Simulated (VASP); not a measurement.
# ScTeAs3 in VASP: notebook

ScTeAs3 is run at these levels: PBE; tasks: single point.

Everything below comes from runs of VASP 6.6.1. Logs are shortened: lines on timing, memory, paths and dates and some standing lists are left out, and cuts for length are marked.

## (1) The cell of the first run

The typed cell holds 10 atoms: a = 7.245 Å, b = 7.245 Å, c = 7.245 Å, α = 60.00°, β = 60.00°, γ = 60.00°.

The cell was generated, and may not be a known phase.

## (2) Single point, PBE

INCAR reads:

```
SYSTEM = ScTeAs3
PREC = Accurate
ENCUT = 520
EDIFF = 1E-6
ISMEAR = 0
SIGMA = 0.1
LREAL = .False.
LASPH = .True.
NELM = 60
ALGO = Fast
ISIF = 2
LWAVE = .False.
LCHARG = .False.
GGA = PE
NBANDS = 43
```

KPOINTS reads:

```
Automatic mesh
0
Gamma
  4 4 4
  0 0 0
```

POSCAR reads:

```
ScTeAs3
1.0
    0.0000000000      5.1230205976      5.1230205976
    5.1230205976      0.0000000000      5.1230205976
    5.1230205976      5.1230205976      0.0000000000
Sc Te As
2 2 6
Direct
    0.5000000000      0.5000000000      0.5000000000
    0.0000000000      0.0000000000      0.0000000000
    0.7500000000      0.7500000000      0.7500000000
    0.2500000000      0.2500000000      0.2500000000
    0.7500759333      0.2499240667      0.2499240667
    0.2499240667      0.2499240667      0.7500759333
    0.2499240667      0.7500759333      0.7500759333
    0.2499240667      0.7500759333      0.2499240667
    0.7500759333      0.2499240667      0.7500759333
    0.7500759333      0.7500759333      0.2499240667
```

Potentials or basis: VASP PAW PBE potentials, release 64 (Sc_sv, Te, As).

Run with:

```console
$ cat potpaw_PBE.64/Sc_sv/POTCAR potpaw_PBE.64/Te/POTCAR potpaw_PBE.64/As/POTCAR > POTCAR
$ mpirun -np 1 vasp_std > vasp.out
```

OUTCAR:

```text
SYSTEM = ScTeAs3
   PREC = Accurate
   ENCUT = 520
   EDIFF = 1E-6
   ISMEAR = 0
   LREAL = .False.
   LASPH = .True.
   NELM = 60
   ISIF = 2
   GGA = PE

 ion  position               nearest neighbor table
   1  0.500  0.500  0.500-   5 2.56   6 2.56   7 2.56   8 2.56   9 2.56  10 2.56
   2  0.000  0.000  0.000-   5 2.56   6 2.56   7 2.56   8 2.56   9 2.56  10 2.56
   3  0.750  0.750  0.750-
   4  0.250  0.250  0.250-
   5  0.750  0.250  0.250-   2 2.56   1 2.56
   6  0.250  0.250  0.750-   2 2.56   1 2.56
   7  0.250  0.750  0.750-   2 2.56   1 2.56
   8  0.250  0.750  0.250-   2 2.56   1 2.56
   9  0.750  0.250  0.750-   2 2.56   1 2.56
  10  0.750  0.750  0.250-   2 2.56   1 2.56

  LATTYP: Found a face centered cubic cell.
 ALAT       =    10.2460411952

  Lattice vectors:

 A1 = (   0.0000000000,   5.1230205976,   5.1230205976)
 A2 = (   5.1230205976,   0.0000000000,   5.1230205976)
 A3 = (   5.1230205976,   5.1230205976,   0.0000000000)

Analysis of symmetry for initial positions (statically):
=====================================================================
 Subroutine PRICEL returns:
 Original cell was already a primitive cell.

 Routine SETGRP: Setting up the symmetry group for a
 face centered cubic supercell.

 Subroutine GETGRP returns: Found 48 space group operations
 (whereof 48 operations were pure point group operations)
 out of a pool of 48 trial point group operations.

The static configuration has the point symmetry O_h .

Analysis of symmetry for dynamics (positions and initial velocities):
=====================================================================
 Subroutine PRICEL returns:
 Original cell was already a primitive cell.

 Routine SETGRP: Setting up the symmetry group for a
 face centered cubic supercell.

 Subroutine GETGRP returns: Found 48 space group operations
 (whereof 48 operations were pure point group operations)
 out of a pool of 48 trial point group operations.

The dynamic configuration has the point symmetry O_h .

 Subroutine INISYM returns: Found 48 space group operations
 (whereof 48 operations are pure point group operations),
 and found     1 'primitive' translations

----------------------------------------------------------------------------------------

                                     Primitive cell

  volume of cell :     268.9108

  direct lattice vectors                    reciprocal lattice vectors
     0.000000000  5.123020598  5.123020598    -0.097598671  0.097598671  0.097598671
     5.123020598  0.000000000  5.123020598     0.097598671 -0.097598671  0.097598671
     5.123020598  5.123020598  0.000000000     0.097598671  0.097598671 -0.097598671

  length of vectors
     7.245045209  7.245045209  7.245045209     0.169045856  0.169045856  0.169045856

  position of ions in fractional coordinates (direct lattice)
     0.500000000  0.500000000  0.500000000
     0.000000000  0.000000000  0.000000000
     0.750000000  0.750000000  0.750000000
     0.250000000  0.250000000  0.250000000
     0.750075933  0.249924067  0.249924067
     0.249924067  0.249924067  0.750075933
     0.249924067  0.750075933  0.750075933
     0.249924067  0.750075933  0.249924067
     0.750075933  0.249924067  0.750075933
     0.750075933  0.750075933  0.249924067

  ion indices of the primitive-cell ions
   primitive index   ion index
                 1           1
                 2           2
                 3           3
                 4           4
                 5           5
                 6           6
                 7           7
                 8           8
                 9           9
                10          10

----------------------------------------------------------------------------------------

 KPOINTS: Automatic mesh

Automatic generation of k-mesh.
 Grid dimensions read from file:
 generate k-points for:    4    4    4

 Generating k-lattice:

  Cartesian coordinates                     Fractional coordinates (reciprocal lattice)
    -0.024399668  0.024399668  0.024399668     0.250000000  0.000000000  0.000000000
     0.024399668 -0.024399668  0.024399668     0.000000000  0.250000000  0.000000000
     0.024399668  0.024399668 -0.024399668     0.000000000  0.000000000  0.250000000

  Length of vectors
     0.042261464  0.042261464  0.042261464

  Shift w.r.t. Gamma in fractional coordinates (k-lattice)
     0.000000000  0.000000000  0.000000000

 Subroutine IBZKPT returns following result:
 ===========================================

 Found      8 irreducible k-points:

 Following reciprocal coordinates:
            Coordinates               Weight
  0.000000  0.000000  0.000000      1.000000
  0.250000  0.000000  0.000000      8.000000
  0.500000  0.000000  0.000000      4.000000
  0.250000  0.250000  0.000000      6.000000
  0.500000  0.250000  0.000000     24.000000
 -0.250000  0.250000  0.000000     12.000000
  0.500000  0.500000  0.000000      3.000000
 -0.250000  0.500000  0.250000      6.000000
   k-points           NKPTS =      8   k-points in BZ     NKDIM =      8   number of bands    NBANDS=     43
   number of dos      NEDOS =    301   number of ions     NIONS =     10
   total plane-waves  NPLWV = 157464
   dimension x,y,z NGX =    54 NGY =   54 NGZ =   54
   dimension x,y,z NGXF=   108 NGYF=  108 NGZF=  108
   ions per type =               2   2   6
   NGX,Y,Z   is equivalent  to a cutoff of  12.39, 12.39, 12.39 a.u.
   NGXF,Y,Z  is equivalent  to a cutoff of  24.78, 24.78, 24.78 a.u.
 SYSTEM =  ScTeAs3
   PREC   = accura    normal or accurate (medium, high low for compatibility)
   ISTART =      0    job   : 0-new  1-cont  2-samecut
   ICHARG =      2    charge: 1-file 2-atom 10-const
   ISPIN  =      1    spin polarized calculation?
   LNONCOLLINEAR =      F non collinear calculations
   LSORBIT =      F    spin-orbit coupling
   LASPH  =      T    aspherical Exc in radial PAW
   ENCUT  =  520.0 eV  38.22 Ry    6.18 a.u.  13.47 13.47 13.47*2*pi/ulx,y,z
   NELM   =     60;   NELMIN=  2; NELMDL= -5     # of ELM steps
   EDIFF  = 0.1E-05   stopping-criterion for ELM
   LREAL  =      F    real-space projection
   EDIFFG = 0.1E-04   stopping-criterion for IOM
   NSW    =      0    number of steps for IOM
   IBRION =     -1    ionic relax: 0-MD 1-quasi-New 2-CG
   NFREE  =      0    steps in history (QN), initial steepest desc. (CG)
   ISIF   =      2    stress and relaxation
   ISYM   =      2    0-nonsym 1-usesym 2-fastsym
   POTIM  = 0.5000    time-step for ionic-motion
   TEBEG  =    0.0;   TEEND  =   0.0 temperature during run
   PSTRESS=    0.0 pullay stress
   NELECT =      64.0000    total number of electrons
   NUPDOWN=      -1.0000    fix difference up-down
   EMIN   =  10.00;   EMAX   =-10.00  energy-range for DOS
   EFERMI =   0.00;   METHOD = LEGACY
   ISMEAR =     0;   SIGMA  =   0.10  broadening in eV -4-tet -1-fermi 0-gaus
   EFERMI_NEDOS =   21; number of points for ismear=-14 and -15
   IALGO  =     68    algorithm
   IMIX   =      4    mixing-type and parameters
     AMIX     =   0.40;   BMIX     =  1.00
     AMIX_MAG =   1.60;   BMIX_MAG =  1.00
  volume/ion in A,a.u.               =      26.89       181.47
  Fermi-wavevector in a.u.,A,eV,Ry     =   1.014531  1.917186 14.004116  1.029273
  Thomas-Fermi vector in A             =   2.147764
   LORBIT       =      0    0 simple, 1 ext, 2 COOP (PROOUT), +10 PAW based schemes
   GGA     = PE    functional components
   LHFCALC =     F    Hartree Fock is set to
   AEXX    =    0.0000 exact exchange contribution
   IVDW    =     0    specifies the selected vdW correction
   LEPSILON=     F    determine dielectric tensor
   LRPA    =     F    only Hartree local field effects (RPA)
 non-spin polarized calculation
 RMM-DIIS sequential band-by-band and
 Gauss-broadening in eV      SIGMA  =   0.10
  energy-cutoff  :      520.00
  volume of cell :      268.91
 maximum number of plane-waves:      7283
 NGX is ok and might be reduce to    54

 number of electron      63.9999990 magnetization

 Free energy of the ion-electron system (eV)
  ---------------------------------------------------
  ext. energy  EPLUGINS =         0.00000000
  ---------------------------------------------------
  free energy    TOTEN  =       -43.69460578 eV

  energy without entropy =      -43.60680641  energy(sigma->0) =      -43.65070610

 E-fermi :   3.6355     XC(G=0):  -9.3742

 val. band max:        3.6167350128   @ k =   0.5000   0.0000   0.0000
 cond. band min:       3.6568383500   @ k =  -0.2500   0.2500   0.0000
 fundamental gap:      0.0401033372
 Fermi energy:         3.6355467672

 k-point     1 :       0.0000    0.0000    0.0000
  band No.  band energies     occupation
      1     -44.7133      2.00000
      2     -44.7041      2.00000
      3     -23.4604      2.00000
      4     -23.4604      2.00000
      5     -23.4604      2.00000
      6     -23.4518      2.00000
[... 35 lines left out ...]
     42       5.9405      0.00000
     43       5.9841      0.00000

 k-point     2 :       0.2500    0.0000    0.0000
  band No.  band energies     occupation
      1     -44.7133      2.00000
      2     -44.7042      2.00000
      3     -23.4603      2.00000
      4     -23.4602      2.00000
      5     -23.4602      2.00000
      6     -23.4520      2.00000
[... 35 lines left out ...]
     42       6.1522      0.00000
     43       6.1536      0.00000

 k-point     3 :       0.5000    0.0000    0.0000
  band No.  band energies     occupation
      1     -44.7133      2.00000
      2     -44.7042      2.00000
      3     -23.4601      2.00000
      4     -23.4601      2.00000
      5     -23.4601      2.00000
      6     -23.4522      2.00000
[... 183 lines left out ...]
      6     -23.4516      2.00000
[... 35 lines left out ...]
     42       7.4603      0.00000
     43       7.5487      0.00000

 k-point     8 :      -0.2500    0.5000    0.2500
  band No.  band energies     occupation
      1     -44.7133      2.00000
      2     -44.7042      2.00000
      3     -23.4608      2.00000
      4     -23.4608      2.00000
      5     -23.4601      2.00000
      6     -23.4521      2.00000
[... 35 lines left out ...]
     42       6.6965      0.00000
     43       7.4448      0.00000

------------------------ aborting loop because EDIFF is reached ----------------------------------------

  FORCE on cell =-STRESS in cart. coord.  units (eV):
  Direction    XX          YY          ZZ          XY          YZ          ZX
  --------------------------------------------------------------------------------------
  -------------------------------------------------------------------------------------
  Total        0.1733701      0.1733701      0.1733701      0.0000000     -0.0000000     -0.0000000
  in kB        1.0329433      1.0329433      1.0329433      0.0000000     -0.0000000     -0.0000000
  external PRESSURE =       1.0329433 kB  Pullay stress =       0.0000000 kB

 VOLUME and BASIS-vectors are now :
 -----------------------------------------------------------------------------
  energy-cutoff  :      520.00
  volume of cell :      268.91
      direct lattice vectors                 reciprocal lattice vectors
     0.000000000  5.123020598  5.123020598    -0.097598671  0.097598671  0.097598671
     5.123020598  0.000000000  5.123020598     0.097598671 -0.097598671  0.097598671
     5.123020598  5.123020598  0.000000000     0.097598671  0.097598671 -0.097598671

 POSITION                                       TOTAL-FORCE (eV/Angst)
 -----------------------------------------------------------------------------------
      5.12302      5.12302      5.12302         0.000000     -0.000000      0.000000
      0.00000      0.00000      0.00000         0.000000     -0.000000      0.000000
      7.68453      7.68453      7.68453         0.000000     -0.000000     -0.000000
      2.56151      2.56151      2.56151         0.000000     -0.000000      0.000000
      2.56073      5.12302      5.12302         0.008045     -0.000000      0.000000
      5.12302      5.12302      2.56073         0.000000     -0.000000      0.008045
      7.68531      5.12302      5.12302        -0.008045     -0.000000      0.000000
      5.12302      2.56073      5.12302         0.000000      0.008045      0.000000
      5.12302      7.68531      5.12302         0.000000     -0.008045      0.000000
      5.12302      5.12302      7.68531         0.000000     -0.000000     -0.008045
 -----------------------------------------------------------------------------------
    total drift:                                0.000000      0.000000     -0.000000

  FREE ENERGIE OF THE ION-ELECTRON SYSTEM (eV)
  ---------------------------------------------------
  free  energy   TOTEN  =       -43.6946057772 eV

  energy  without entropy=      -43.6068064146  energy(sigma->0) =      -43.65070610
```

It took 4.7 min on 1 thread of Oxide Virtual Turin-like, shared host; peak memory 0.41 GiB.

Results:

| Item | Value |
| --- | --- |
| Free energy | -43.6946 eV |
| Pressure | 0.1 GPa |
| Largest force | 0.008 eV/Å |
| Band gap on the k mesh | zero (bands 32 and 33 overlap by 1.48 eV) |

Forces in eV/Å, atoms in the order of the input:
```
Sc   0.000  0.000  0.000
Sc   0.000  0.000  0.000
Te   0.000  0.000  0.000
Te   0.000  0.000  0.000
As   0.008  0.000  0.000
As   0.000  0.000  0.008
As  -0.008  0.000  0.000
As   0.000  0.008  0.000
As   0.000 -0.008  0.000
As   0.000  0.000 -0.008
```

Levels at points of the mesh, in eV from the Fermi level:
| k point | band 30 | band 31 | band 32 | band 33 | band 34 | band 35 |
| --- | --- | --- | --- | --- | --- | --- |
| (0.00, 0.00, 0.00) | 0.10 | 0.10 | 0.88 | 0.88 | 0.88 | 1.73 |
| (0.50, 0.00, 0.00) | -1.16 | -0.02 | -0.02 | -0.02 | -0.02 | 0.79 |
| (0.50, 0.50, 0.00) | -1.19 | -1.08 | -0.70 | -0.60 | 0.44 | 0.44 |

Caveat: spin-orbit coupling is left out, which moves the levels of the heavy elements.

## (3) Single point, PBE

This run uses another cell than the first one: it holds 5 atoms, not 10.

INCAR reads:

```
ALGO = Fast
EDIFF = 1E-7
ENCUT = 520
GGA = PE
ISIF = 2
ISMEAR = 0
LASPH = T
LCHARG = F
LREAL = F
LWAVE = F
NBANDS = 24
NELM = 80
PREC = Accurate
SIGMA = 0.1
```

KPOINTS reads:

```
k-points
0
Gamma
  8 8 8
```

POSCAR reads:

```
ScTeAs3
1.0
    5.1211065017      0.0000000000      0.0000000000
    0.0000000000      5.1211065017      0.0000000000
    0.0000000000      0.0000000000      5.1211065017
Sc Te As
1 1 3
Direct
    0.0000000000      0.0000000000      0.0000000000
    0.5000000000      0.5000000000      0.5000000000
    0.5000000000      0.0000000000      0.0000000000
    0.0000000000      0.0000000000      0.5000000000
    0.0000000000      0.5000000000      0.0000000000
```

Potentials or basis: VASP PAW PBE potentials, release 64 (Sc_sv, Te, As).

Run with:

```console
$ cat potpaw_PBE.64/Sc_sv/POTCAR potpaw_PBE.64/Te/POTCAR potpaw_PBE.64/As/POTCAR > POTCAR
$ mpirun -np 1 vasp_std > vasp.out
```

Wall time 4.6 min (1 thread of Oxide Virtual Turin-like, shared host); peak memory 0.28 GiB.

It converged, with:

```yaml
Free_energy: -21.8806 eV
Pressure: 0.1 GPa
Band_gap_on_the_k_mesh: zero (bands 16 and 17 overlap by 1.97 eV)
```

Levels at points of the mesh, in eV from the Fermi level:
| k point | band 12 | band 13 | band 14 | band 15 | band 16 | band 17 | band 18 | band 19 | band 20 | band 21 |
| --- | --- | --- | --- | --- | --- | --- | --- | --- | --- | --- |
| (0.00, 0.00, 0.00) | -0.28 | -0.28 | -0.28 | 0.08 | 0.08 | 0.08 | 1.71 | 1.71 | 1.71 | 2.28 |
| (0.50, 0.00, 0.00) | -2.11 | -2.11 | -1.20 | -0.72 | -0.62 | 0.43 | 0.43 | 0.87 | 0.87 | 1.82 |
| (0.50, 0.50, 0.00) | -2.58 | -1.63 | -1.45 | -1.45 | -1.38 | -1.10 | 1.48 | 1.48 | 1.67 | 3.81 |
| (0.50, 0.50, 0.50) | -4.23 | -1.60 | -1.60 | 0.87 | 0.87 | 0.87 | 1.74 | 1.74 | 1.74 | 4.48 |

Caveat: spin-orbit coupling is left out, which moves the levels of the heavy elements.

The gap in the log of VASP goes by the Fermi energy; the results here count the filled bands.